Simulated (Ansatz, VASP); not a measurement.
# GaCuSe2: VASP beside Ansatz

```
CELL_PARAMETERS angstrom
3.77807 0.00000 0.00000
0.00000 3.77807 0.00000
0.00000 0.00000 5.27211
ATOMIC_POSITIONS crystal
Ga 0.50000 0.50000 0.50000
Cu 0.00000 0.00000 0.00000
Se 0.00000 0.00000 0.50000
Se 0.50000 0.50000 0.00000
```

Alike in both runs: functional PBE; k mesh 12 × 12 × 10; occupations gaussian, width 0.1 eV; no spin polarisation.

Ansatz relaxed the structure, and its values are those at the end. VASP's run is a single point on that final structure, the one shown.

|  | VASP | Ansatz |
| --- | --- | --- |
| version | VASP 6.6.1 | Ansatz 0.2.0 |
| potentials or method | VASP PAW PBE potentials, release 64 (Ga_d, Cu, Se), cutoff 520 eV | scalar-relativistic, plane waves, PAW |
| valence electrons in the cell | 36 | 64 |

Ansatz gave:

* gap on the k mesh at the Fermi level (eV): none
* pressure (GPa): 0.0

Task: What did VASP give for the same quantities?

Result: gap on the k mesh at the Fermi level (eV): none; pressure (GPa): 0.1.

A gap of «none» marks a metal or a gap that the smearing closes. VASP's potentials hold 36 valence electrons a cell and Ansatz's 64, so a difference there can come from the potentials and not from the codes.
